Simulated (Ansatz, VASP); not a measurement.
# CuI: VASP beside Ansatz

Contents of INCAR:

```
SYSTEM = CuI
PREC = Accurate
ENCUT = 520
EDIFF = 1E-6
ISMEAR = 0
SIGMA = 0.01
LREAL = .FALSE.
LASPH = .TRUE.
NELM = 80
ALGO = Normal
ISIF = 2
LWAVE = .FALSE.
LCHARG = .FALSE.
GGA = PE
NBANDS = 16
```

Contents of KPOINTS:

```
Automatic mesh
0
G
  6 6 6
  0 0 0
```

Contents of POSCAR:

```
CuI
1.0
    0.0000000000      3.1000855298      3.1000855298
    3.1000855298      0.0000000000      3.1000855298
    3.1000855298      3.1000855298      0.0000000000
Cu I
1 1
Direct
    0.0000000000      0.0000000000      0.0000000000
    0.2500000000      0.2500000000      0.2500000000
```

Input for Ansatz:

```yaml
crystal:
  lattice:
    - [0.0, 3.1000855298, 3.1000855298]
    - [3.1000855298, 0.0, 3.1000855298]
    - [3.1000855298, 3.1000855298, 0.0]
  atoms:
    - { symbol: Cu, position: [0.0, 0.0, 0.0] }
    - { symbol: I, position: [0.25, 0.25, 0.25] }
kpoints:
  mp_grid: { grid: [6, 6, 6] }
hamiltonian:
  xc: pbe
scf:
  occupations: { method: fixed }
  n_extra_bands: 4
output:
  forces: true
  stress: true
  eigenvalues: true
```

Alike in both runs: task single point; functional PBE; k mesh 6 × 6 × 6; no spin polarisation.

|  | VASP | Ansatz |
| --- | --- | --- |
| version | VASP 6.6.1 | Ansatz 0.2.0 |
| potentials or method | VASP PAW PBE potentials, release 64 (Cu, I) | plane waves, PAW |
| plane-wave cutoff (eV) | 520 | 420 |
| occupations | gaussian, width 0.01 eV | fixed |
| valence electrons in the cell | 18 | 36 |

VASP gave:

```
gap on the k mesh at the Fermi level (eV) : 0.98
pressure (GPa)                            : -1.7
```

Task: Which values does Ansatz return?

Result: gap on the k mesh at the Fermi level (eV): 0.96; pressure (GPa): -2.0.

VASP's potentials hold 18 valence electrons a cell and Ansatz's 36, so a difference there can come from the potentials and not from the codes.

Neither program's run includes spin-orbit coupling.
